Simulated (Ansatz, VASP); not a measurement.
**Two plane-wave programs on WS2**

```
CELL_PARAMETERS angstrom
3.14624 0.00000 -0.14677
-1.57312 2.72472 0.07339
-0.59230 0.00000 12.69665
ATOMIC_POSITIONS crystal
W 0.31274 0.62548 0.25000
W 0.68726 0.37452 0.75000
S 0.30807 0.70782 0.62630
S 0.60026 0.29218 0.12630
S 0.39974 0.70782 0.87370
S 0.69193 0.29218 0.37370
```

Change from the starting cell: engineering shear strain xz -0.0933, engineering shear strain yz +0.0000.

Alike in both runs: functional PBEsol; k mesh 12 × 12 × 2; occupations gaussian, width 0.05 eV; no spin polarisation.

Ansatz relaxed the structure, and its values are those at the end. VASP's run is a single point on that final structure, the one shown.

|  | VASP | Ansatz |
| --- | --- | --- |
| version | VASP 6.6.1 | Ansatz 0.2.0 |
| potentials or method | VASP PAW PBE potentials, release 64 (W_sv, S), cutoff 520 eV | scalar-relativistic, plane waves, PAW |
| valence electrons in the cell | 52 | 52 |

Ansatz gave:

* gap on the k mesh at the Fermi level (eV): 1.08
* least direct gap on the mesh (eV): 1.86
* pressure (GPa): 0.2
* rms of the force components (eV/Å): 0.000

Task: Which values does VASP return?

Result: gap on the k mesh at the Fermi level (eV): 1.10; least direct gap on the mesh (eV): 1.87; pressure (GPa): 0.4; rms of the force components (eV/Å): 0.009.

VASP's potentials were made for PBE, not for PBEsol, and Ansatz warns of the same on its side. Ansatz's warnings: stress scf threshold loose.

Spin-orbit coupling is off throughout.
